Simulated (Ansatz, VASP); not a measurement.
**Two plane-wave programs on V**

Contents of POSCAR:

```
V
1.0
    0.0000000000      2.5828969453      2.5828969453
    2.5828969453      0.0000000000      2.5828969453
    2.5828969453      2.5828969453      0.0000000000
V
2
Direct
    0.1250000000      0.1250000000      0.1250000000
    0.8750000000      0.8750000000      0.8750000000
```

Contents of INCAR.step1:

```
  ALGO = Normal
  EDIFF = 1E-4
  ENCUT = 520
  GGA = PE
  ISMEAR = -1
  LASPH = True
  LCHARG = False
  LREAL = False
  LWAVE = True
  NBANDS = 20
  NELM = 80
  PREC = Accurate
  SIGMA = 0.1
```

File INCAR.step2:

```
  ALGO = Normal
  EDIFF = 1E-6
  ENCUT = 520
  ISIF = 2
  ISMEAR = -1
  ISTART = 1
  LASPH = True
  LCHARG = False
  LMIXTAU = True
  LREAL = False
  LWAVE = False
  METAGGA = R2SCAN
  NBANDS = 20
  NELM = 80
  PREC = Accurate
  SIGMA = 0.1
```

Contents of KPOINTS:

```
k-points
0
Gamma
  12 12 12
```

Input for Ansatz:

```yaml
crystal:
  lattice:
    - [0.0, 2.5828969453, 2.5828969453]
    - [2.5828969453, 0.0, 2.5828969453]
    - [2.5828969453, 2.5828969453, 0.0]
  atoms:
    - { symbol: V, position: [0.125, 0.125, 0.125] }
    - { symbol: V, position: [0.875, 0.875, 0.875] }
hamiltonian:
  xc: r2scan
  pseudopotentials:
    kind: paw
    azcp:
      V: "pseudopotentials/V.paw.azcp"
basis:
  ecutwfc: 500
  fft_grid_basis: typed
kpoints:
  mp_grid: { grid: [12, 12, 12], shift: [0, 0, 0] }
magnetization:
  spin_polarized: false
scf:
  occupations: { method: fermi_dirac, width: 0.1 }
  lower_state_search: "off"
output:
  stress: true
  write_density: true
  write_potential: true
  elf: true
  volumetric_format: npy
```

Alike in both runs: task single point; functional r2SCAN; k mesh 12 × 12 × 12; occupations fermi-dirac, width 0.1 eV; no spin polarisation.

|  | VASP | Ansatz |
| --- | --- | --- |
| version | VASP 6.6.1 | Ansatz 0.2.0 |
| potentials or method | VASP PAW PBE potentials, release 64 (V_sv), cutoff 520 eV | plane waves (500 eV) with PAW, scalar-relativistic |
| valence electrons in the cell | 26 | 26 |

Ansatz gave:

```
pressure (GPa) : 2.7
```

Task: Estimate VASP's values.

Result: Pressure (GPa): 3.8.

VASP's potentials were made for PBE, not for r2SCAN.
